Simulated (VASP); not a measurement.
# MgSnO4 (F-43m) in VASP: further runs, part 2 of 2

VASP 6.6.1. Earlier steps stand in the parts before.

### 4 Relaxation of cell and atoms, PBE

This run uses another cell than the first one, of 14.33 Å³/atom.

INCAR

```
SYSTEM = MgSnO4
PREC = Accurate
ENCUT = 600
EDIFF = 1E-7
ISMEAR = 0
SIGMA = 0.1
LREAL = .FALSE.
LASPH = .TRUE.
NELM = 100
ALGO = Normal
ISIF = 3
LWAVE = .FALSE.
LCHARG = .FALSE.
GGA = PE
IBRION = 2
NSW = 90
EDIFFG = -0.04
```

KPOINTS

```
regular mesh
0
G
  4 4 4
  0 0 0
```

POSCAR

```
MgSnO4
1.0
    0.0000000000      3.5034811700      3.5034811700
    3.5034811700      0.0000000000      3.5034811700
    3.5034811700      3.5034811700      0.0000000000
Mg Sn O
1 1 4
Direct
    0.0000000000      0.0000000000      0.0000000000
    0.7500000000      0.7500000000      0.7500000000
    0.8759250000      0.3746916700      0.3746916700
    0.3746916700      0.3746916700      0.3746916700
    0.3746916700      0.8759250000      0.3746916700
    0.3746916700      0.3746916700      0.8759250000
```

Potentials or basis: VASP PAW PBE potentials, release 64 (Mg, Sn_d, O).

Started as:

```
$ cat potpaw_PBE.64/Mg/POTCAR potpaw_PBE.64/Sn_d/POTCAR potpaw_PBE.64/O/POTCAR > POTCAR
$ mpirun -np 1 vasp_std > vasp.out
```

OUTCAR:

```text
SYSTEM = MgSnO4
   PREC = Accurate
   ENCUT = 600
   EDIFF = 1E-7
   ISMEAR = 0
   LREAL = .FALSE.
   LASPH = .TRUE.
   NELM = 100
   ISIF = 3
   GGA = PE
   IBRION = 2
   NSW = 90
   EDIFFG = -0.04

 ion  position               nearest neighbor table
   1  0.000  0.000  0.000-   2 3.03   2 3.03   2 3.03   2 3.03
   2  0.750  0.750  0.750-   1 3.03   1 3.03   1 3.03   1 3.03
   3  0.876  0.375  0.375-
   4  0.375  0.375  0.375-
   5  0.375  0.876  0.375-
   6  0.375  0.375  0.876-

  LATTYP: Found a face centered cubic cell.
 ALAT       =     7.0069623400

  Lattice vectors:

 A1 = (   0.0000000000,   3.5034811700,   3.5034811700)
 A2 = (   3.5034811700,   0.0000000000,   3.5034811700)
 A3 = (   3.5034811700,   3.5034811700,   0.0000000000)

Analysis of symmetry for initial positions (statically):
=====================================================================
 Subroutine PRICEL returns:
 Original cell was already a primitive cell.

 Routine SETGRP: Setting up the symmetry group for a
 face centered cubic supercell.

 Subroutine GETGRP returns: Found 24 space group operations
 (whereof 24 operations were pure point group operations)
 out of a pool of 48 trial point group operations.

The static configuration has the point symmetry T_d .

Analysis of symmetry for dynamics (positions and initial velocities):
=====================================================================
 Subroutine PRICEL returns:
 Original cell was already a primitive cell.

 Routine SETGRP: Setting up the symmetry group for a
 face centered cubic supercell.

 Subroutine GETGRP returns: Found 24 space group operations
 (whereof 24 operations were pure point group operations)
 out of a pool of 48 trial point group operations.

The dynamic configuration has the point symmetry T_d .

 Subroutine INISYM returns: Found 24 space group operations
 (whereof 24 operations are pure point group operations),
 and found     1 'primitive' translations

----------------------------------------------------------------------------------------

                                     Primitive cell

  volume of cell :      86.0061

  direct lattice vectors                    reciprocal lattice vectors
     0.000000000  3.503481170  3.503481170    -0.142715195  0.142715195  0.142715195
     3.503481170  0.000000000  3.503481170     0.142715195 -0.142715195  0.142715195
     3.503481170  3.503481170  0.000000000     0.142715195  0.142715195 -0.142715195

  length of vectors
     4.954670586  4.954670586  4.954670586     0.247189970  0.247189970  0.247189970

  position of ions in fractional coordinates (direct lattice)
     0.000000000  0.000000000  0.000000000
     0.750000000  0.750000000  0.750000000
     0.875925000  0.374691670  0.374691670
     0.374691670  0.374691670  0.374691670
     0.374691670  0.875925000  0.374691670
     0.374691670  0.374691670  0.875925000

  ion indices of the primitive-cell ions
   primitive index   ion index
                 1           1
                 2           2
                 3           3
                 4           4
                 5           5
                 6           6

----------------------------------------------------------------------------------------

 KPOINTS: regular mesh

Automatic generation of k-mesh.
 Grid dimensions read from file:
 generate k-points for:    4    4    4

 Generating k-lattice:

  Cartesian coordinates                     Fractional coordinates (reciprocal lattice)
    -0.035678799  0.035678799  0.035678799     0.250000000  0.000000000  0.000000000
     0.035678799 -0.035678799  0.035678799     0.000000000  0.250000000  0.000000000
     0.035678799  0.035678799 -0.035678799     0.000000000  0.000000000  0.250000000

  Length of vectors
     0.061797492  0.061797492  0.061797492

  Shift w.r.t. Gamma in fractional coordinates (k-lattice)
     0.000000000  0.000000000  0.000000000

 Subroutine IBZKPT returns following result:
 ===========================================

 Found      8 irreducible k-points:

 Following reciprocal coordinates:
            Coordinates               Weight
  0.000000  0.000000  0.000000      1.000000
  0.250000  0.000000  0.000000      8.000000
  0.500000  0.000000  0.000000      4.000000
  0.250000  0.250000  0.000000      6.000000
  0.500000  0.250000  0.000000     24.000000
 -0.250000  0.250000  0.000000     12.000000
  0.500000  0.500000  0.000000      3.000000
 -0.250000  0.500000  0.250000      6.000000
   k-points           NKPTS =      8   k-points in BZ     NKDIM =      8   number of bands    NBANDS=     24
   number of dos      NEDOS =    301   number of ions     NIONS =      6
   total plane-waves  NPLWV =  64000
   dimension x,y,z NGX =    40 NGY =   40 NGZ =   40
   dimension x,y,z NGXF=    80 NGYF=   80 NGZF=   80
   ions per type =               1   1   4
   NGX,Y,Z   is equivalent  to a cutoff of  13.42, 13.42, 13.42 a.u.
   NGXF,Y,Z  is equivalent  to a cutoff of  26.84, 26.84, 26.84 a.u.
 SYSTEM =  MgSnO4
   PREC   = accura    normal or accurate (medium, high low for compatibility)
   ISTART =      0    job   : 0-new  1-cont  2-samecut
   ICHARG =      2    charge: 1-file 2-atom 10-const
   ISPIN  =      1    spin polarized calculation?
   LNONCOLLINEAR =      F non collinear calculations
   LSORBIT =      F    spin-orbit coupling
   LASPH  =      T    aspherical Exc in radial PAW
   ENCUT  =  600.0 eV  44.10 Ry    6.64 a.u.   9.90  9.90  9.90*2*pi/ulx,y,z
   NELM   =    100;   NELMIN=  2; NELMDL= -5     # of ELM steps
   EDIFF  = 0.1E-06   stopping-criterion for ELM
   LREAL  =      F    real-space projection
   EDIFFG = -.4E-01   stopping-criterion for IOM
   NSW    =     90    number of steps for IOM
   IBRION =      2    ionic relax: 0-MD 1-quasi-New 2-CG
   NFREE  =      1    steps in history (QN), initial steepest desc. (CG)
   ISIF   =      3    stress and relaxation
   ISYM   =      2    0-nonsym 1-usesym 2-fastsym
   POTIM  = 0.5000    time-step for ionic-motion
   TEBEG  =    0.0;   TEEND  =   0.0 temperature during run
   PSTRESS=    0.0 pullay stress
   NELECT =      40.0000    total number of electrons
   NUPDOWN=      -1.0000    fix difference up-down
   EMIN   =  10.00;   EMAX   =-10.00  energy-range for DOS
   EFERMI =   0.00;   METHOD = LEGACY
   ISMEAR =     0;   SIGMA  =   0.10  broadening in eV -4-tet -1-fermi 0-gaus
   EFERMI_NEDOS =   21; number of points for ismear=-14 and -15
   IALGO  =     38    algorithm
   IMIX   =      4    mixing-type and parameters
     AMIX     =   0.40;   BMIX     =  1.00
     AMIX_MAG =   1.60;   BMIX_MAG =  1.00
  volume/ion in A,a.u.               =      14.33        96.73
  Fermi-wavevector in a.u.,A,eV,Ry     =   1.268387  2.396903 21.889121  1.608805
  Thomas-Fermi vector in A             =   2.401484
   LORBIT       =      0    0 simple, 1 ext, 2 COOP (PROOUT), +10 PAW based schemes
   GGA     = PE    functional components
   LHFCALC =     F    Hartree Fock is set to
   AEXX    =    0.0000 exact exchange contribution
   IVDW    =     0    specifies the selected vdW correction
   LEPSILON=     F    determine dielectric tensor
   LRPA    =     F    only Hartree local field effects (RPA)
 conjugate gradient relaxation of ions
 non-spin polarized calculation
 Gauss-broadening in eV      SIGMA  =   0.10
  energy-cutoff  :      600.00
  volume of cell :       86.01
 maximum number of plane-waves:      2884
   NGX = 19   NGY = 19   NGZ = 19

--------------------------------------- Ionic step        1  -------------------------------------------

 number of electron      40.0000013 magnetization

 Free energy of the ion-electron system (eV)
  ---------------------------------------------------
  ext. energy  EPLUGINS =         0.00000000
  ---------------------------------------------------
  free energy    TOTEN  =       -21.78535006 eV

  energy without entropy =      -21.75501862  energy(sigma->0) =      -21.77018434

 E-fermi :   3.3068     XC(G=0): -10.1006

 val. band max:        3.2754164604   @ k =   0.5000   0.0000   0.0000
 cond. band min:       3.3399474375   @ k =  -0.2500   0.2500   0.0000
 fundamental gap:      0.0645309771
 Fermi energy:         3.3067658583

 k-point     1 :       0.0000    0.0000    0.0000
  band No.  band energies     occupation
      1     -18.3159      2.00000
      2     -18.3159      2.00000
      3     -18.3159      2.00000
      4     -18.2842      2.00000
      5     -18.2842      2.00000
      6     -14.6067      2.00000
[... 362 lines left out ...]
  energy  without entropy=      -22.6862771200  energy(sigma->0) =      -22.69607848

--------------------------------------- Ionic step        5  -------------------------------------------

 number of electron      40.0000006 magnetization

 Free energy of the ion-electron system (eV)
  ---------------------------------------------------
  ext. energy  EPLUGINS =         0.00000000
  ---------------------------------------------------
  free energy    TOTEN  =       -22.70985632 eV

  energy without entropy =      -22.69215041  energy(sigma->0) =      -22.70100337

 E-fermi :   5.6374     XC(G=0): -11.1674

 val. band max:        5.5594660334   @ k =   0.2500   0.2500   0.0000
 cond. band min:       5.6910834235   @ k =  -0.2500   0.2500   0.0000
 fundamental gap:      0.1316173900
 Fermi energy:         5.6373599176

 k-point     1 :       0.0000    0.0000    0.0000
  band No.  band energies     occupation
      1     -15.9593      2.00000
      2     -15.9593      2.00000
      3     -15.9593      2.00000
      4     -15.9076      2.00000
      5     -15.9076      2.00000
      6     -13.8673      2.00000
[... 238 lines left out ...]
  FREE ENERGIE OF THE ION-ELECTRON SYSTEM (eV)
  ---------------------------------------------------
  free  energy   TOTEN  =       -22.7098563242 eV

  energy  without entropy=      -22.6921504122  energy(sigma->0) =      -22.70100337

 reached required accuracy - stopping structural energy minimisation
```

Wall time 1.9 min (1 thread of Intel Xeon Platinum 8488C (Sapphire Rapids), shared host); peak memory 0.26 GiB.

Results:

| Property | Result |
| --- | --- |
| Free energy | -22.7099 eV |
| Relaxed volume | 11.51 Å³/atom |
| Relaxed cell | a = 4.605 Å, b = 4.605 Å, c = 4.605 Å, α = 60.00°, β = 60.00°, γ = 60.00° |
| Space group after relaxing (to 0.1 Å) | F-43m (No. 216) |
| Energy gained by relaxing | 154.1 meV/atom |
| Ionic steps | 5 |
| Pressure after relaxing | 0.4 GPa |
| Largest force after relaxing | 0.035 eV/Å |
| Band gap on the k mesh | zero (bands 20 and 21 overlap by 0.61 eV) |

Forces on the atoms (eV/Å):
```
Mg   0.000  0.000  0.000
Sn   0.000  0.000  0.000
O    0.020 -0.020 -0.020
O    0.020  0.020  0.020
O   -0.020  0.020 -0.020
O   -0.020 -0.020  0.020
```

The path:
```csv
step,energy change (eV),largest force (eV/Å),pressure (GPa),volume (Å³)
1,0.0000,0.2293,-14.29,86.01
2,-0.9056,0.1950,-2.54,71.05
3,-0.9207,0.1821,-0.05,69.35
4,-0.9205,0.1795,0.44,69.04
5,-0.9245,0.0352,0.42,69.05
```

Final structure:
```
Mg Sn O
1.0
     0.00000    3.25617    3.25617
     3.25617    0.00000    3.25617
     3.25617    3.25617    0.00000
Mg Sn O
1 1 4
Direct
  0.00000 0.00000 0.00000
  0.75000 0.75000 0.75000
  0.87032 0.37656 0.37656
  0.37656 0.37656 0.37656
  0.37656 0.87032 0.37656
  0.37656 0.37656 0.87032
```

Levels at points of the mesh, in eV from the Fermi level:
```csv
k point,band 17,band 18,band 19,band 20,band 21,band 22,band 23,band 24
"(0.00, 0.00, 0.00)",-0.12,-0.12,-0.12,0.66,0.66,0.66,1.96,1.96
"(0.50, 0.00, 0.00)",-2.10,-2.10,-1.77,-0.09,0.63,0.63,1.06,3.81
"(0.50, 0.50, 0.00)",-1.90,-1.90,-1.90,-0.36,0.51,0.51,2.07,3.69
```

Caveat: the k points lie up to 0.42 Å⁻¹ apart in the final cell, too coarse for converged energies and pressures of a metal; the volume moved by over 15 % at a fixed basis, so the end points are rough; semilocal functionals underestimate gaps, so a narrow gap can read as zero; spin-orbit coupling is left out, which moves the levels of the heavy elements.

### 5 Single point, PBE

INCAR

```
PREC = Accurate
ENCUT = 520
EDIFF = 1E-7
ISMEAR = 0
SIGMA = 0.1
LREAL = False
LASPH = True
NELM = 80
ALGO = Normal
ISIF = 2
LWAVE = False
LCHARG = True
GGA = PE
LELF = True
LVHAR = True
NBANDS = 29
```

KPOINTS

```
regular mesh
0
Gamma
  10 10 10
```

POSCAR

```
MgSnO4
1.0
    0.0000000000      3.2633720394      3.2633720394
    3.2633720394      0.0000000000      3.2633720394
    3.2633720394      3.2633720394      0.0000000000
Mg Sn O
1 1 4
Direct
    0.0000000000      0.0000000000      0.0000000000
    0.2500000000      0.2500000000      0.2500000000
    0.6237751848      0.6237751848      0.1286744455
    0.6237751848      0.1286744455      0.6237751848
    0.1286744455      0.6237751848      0.6237751848
    0.6237751848      0.6237751848      0.6237751848
```

Started as:

```
$ cat potpaw_PBE.64/Mg/POTCAR potpaw_PBE.64/Sn_d/POTCAR potpaw_PBE.64/O/POTCAR > POTCAR
$ mpirun -np 1 vasp_std > vasp.out
```

Wall time 1.7 min (1 thread of Intel Xeon Platinum 8488C (Sapphire Rapids), shared host); peak memory 0.25 GiB.

Results (log left out):

```yaml
Free_energy: -22.7009 eV
Pressure: -0.3 GPa
Band_gap_on_the_k_mesh: zero (bands 20 and 21 overlap by 0.69 eV)
```

Levels at points of the mesh, in eV from the Fermi level:
```
           k point  band 18  band 19  band 20  band 21  band 22  band 23
(0.00, 0.00, 0.00)    -0.16    -0.16     0.61     0.61     0.61     1.90
(0.50, 0.00, 0.00)    -2.12    -1.79    -0.13     0.57     0.57     0.99
(0.50, 0.50, 0.00)    -1.92    -1.92    -0.43     0.46     0.46     2.02
```

Caveat: semilocal functionals underestimate gaps, so a narrow gap can read as zero; spin-orbit coupling is left out, which moves the levels of the heavy elements.

### 6 Relaxation of cell and atoms, PBE

INCAR

```
PREC = Accurate
ENCUT = 600
EDIFF = 1E-7
ISMEAR = 0
SIGMA = 0.1
LREAL = False
LASPH = True
NELM = 80
ALGO = Normal
ISIF = 3
LWAVE = False
LCHARG = False
GGA = PE
IBRION = 2
NSW = 100
EDIFFG = -0.01
```

KPOINTS is that of step 5.

POSCAR

```
MgSnO4
1.0
    0.0000000000      3.2647532967      3.2647532967
    3.2647532967      0.0000000000      3.2647532967
    3.2647532967      3.2647532967      0.0000000000
Mg Sn O
1 1 4
Direct
    0.0000000000      0.0000000000      0.0000000000
    0.2500000000      0.2500000000      0.2500000000
    0.6232355562      0.6232355562      0.1302933315
    0.6232355562      0.1302933315      0.6232355562
    0.1302933315      0.6232355562      0.6232355562
    0.6232355562      0.6232355562      0.6232355562
```

Potentials or basis: VASP PAW PBE potentials, release 64 (Mg, Sn_d, O).

Started as:

```
$ cat potpaw_PBE.64/Mg/POTCAR potpaw_PBE.64/Sn_d/POTCAR potpaw_PBE.64/O/POTCAR > POTCAR
$ mpirun -np 1 vasp_std > vasp.out
```

Run time: 5.9 min. Hardware: 1 thread of Intel Xeon Platinum 8488C (Sapphire Rapids), shared host; peak memory 0.31 GiB.

It converged, with:

```
Free energy                           : -22.7044 eV
Relaxed volume                        : 11.54 Å³/atom
Relaxed cell                          : a = 4.610 Å, b = 4.610 Å, c = 4.610 Å, α = 60.00°, β = 60.00°, γ = 60.00°
Space group after relaxing (to 0.1 Å) : F-43m (No. 216)
Energy gained by relaxing             : 0.3 meV/atom
Ionic steps                           : 4
Pressure after relaxing               : 0.0 GPa
Band gap on the k mesh                : zero (bands 20 and 21 overlap by 0.69 eV)
```

The path:
```csv
step,energy change (eV),largest force (eV/Å),pressure (GPa),volume (Å³)
1,0.0000,0.0924,-0.48,69.60
2,-0.0016,0.0272,0.04,69.25
3,-0.0016,0.0155,0.13,69.18
4,-0.0016,0.0003,0.00,69.26
```

Final structure:
```
CELL_PARAMETERS angstrom
0.00000 3.25957 3.25957
3.25957 0.00000 3.25957
3.25957 3.25957 0.00000
ATOMIC_POSITIONS crystal
Mg 0.00000 0.00000 0.00000
Sn 0.25000 0.25000 0.25000
O 0.62379 0.62379 0.12864
O 0.62379 0.12864 0.62379
O 0.12864 0.62379 0.62379
O 0.62379 0.62379 0.62379
```

Levels at points of the mesh, in eV from the Fermi level:
```csv
k point,band 17,band 18,band 19,band 20,band 21,band 22,band 23,band 24
"(0.00, 0.00, 0.00)",-0.16,-0.16,-0.16,0.61,0.61,0.61,1.90,1.90
"(0.50, 0.00, 0.00)",-2.13,-2.13,-1.80,-0.13,0.58,0.58,1.00,3.75
"(0.50, 0.50, 0.00)",-1.95,-1.93,-1.93,-0.42,0.47,0.47,2.03,3.63
```

Caveat: semilocal functionals underestimate gaps, so a narrow gap can read as zero; spin-orbit coupling is left out, which moves the levels of the heavy elements.

### 7 The runs side by side

```tsv
task	cell	k mesh	cutoff (eV)	gap on the mesh (eV)	pressure (GPa)	relaxed volume (Å³/atom)	largest force (eV/Å)
single point	a = 4.617 Å, angles 60.0°, 6 atoms, atomic positions A	4 × 4 × 4	520	none	-0.3	-	-
single point	a = 4.955 Å, angles 60.0°, 6 atoms, atomic positions B	4 × 4 × 4	520	none	-14.2	-	0.23
relaxation of cell and atoms	relaxed from a = 4.955 Å, angles 60.0°, 6 atoms, atomic positions B	4 × 4 × 4	600	none	0.4	11.51	0.04
single point	a = 4.615 Å, angles 60.0°, 6 atoms, atomic positions A	10 × 10 × 10	520	none	-0.3	-	-
relaxation of cell and atoms	relaxed from a = 4.617 Å, angles 60.0°, 6 atoms, atomic positions A	10 × 10 × 10	600	none	0.0	11.54	-
```

Alike in all rows: level PBE; potentials or basis VASP PAW PBE potentials, release 64 (Mg, Sn_d, O); no spin polarisation; smearing gaussian 0.1 eV.

Caveats: some runs use coarse meshes; semilocal functionals underestimate gaps, so a narrow gap can read as zero; spin-orbit coupling is left out, which moves the levels of the heavy elements; the volume moved by over 15 % at a fixed basis, so the end points are rough (at least some runs).

Absolute energies hang on the potentials; compare differences alone.
